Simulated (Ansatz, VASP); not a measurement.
**Mg in VASP and in Ansatz**

```
Mg
1.0
     3.13435    0.00000    0.00000
    -1.56717    2.71443    0.00000
     0.00000    0.00000    5.09225
Mg
2
Direct
  0.33333 0.66667 0.25000
  0.66667 0.33333 0.75000
```

Alike in both runs: functional LDA; k mesh 21 × 21 × 12; occupations fermi-dirac, width 0.15 eV; no spin polarisation.

Ansatz relaxed the structure, and its values are those at the end. VASP's run is a single point on that final structure, the one shown.

|  | VASP | Ansatz |
| --- | --- | --- |
| version | VASP 6.6.1 | Ansatz 0.2.0 |
| potentials or method | VASP PAW LDA potentials, release 64 (Mg), cutoff 520 eV | scalar-relativistic, plane waves, PAW |
| valence electrons in the cell | 4 | 20 |

```tsv
	VASP	Ansatz	Ansatz less VASP
gap on the k mesh at the Fermi level (eV)	none	none	-
pressure (GPa)	-0.3	0.0	+0.33
```

Ansatz warns that its potentials were made for another functional, while VASP's fit it. LDA's correlation is that of Perdew and Zunger in VASP and of Perdew and Wang (1992) in Ansatz. A gap of «none» marks a metal or a gap that the smearing closes. VASP's potentials hold 4 valence electrons a cell and Ansatz's 20, so a difference there can come from the potentials and not from the codes.
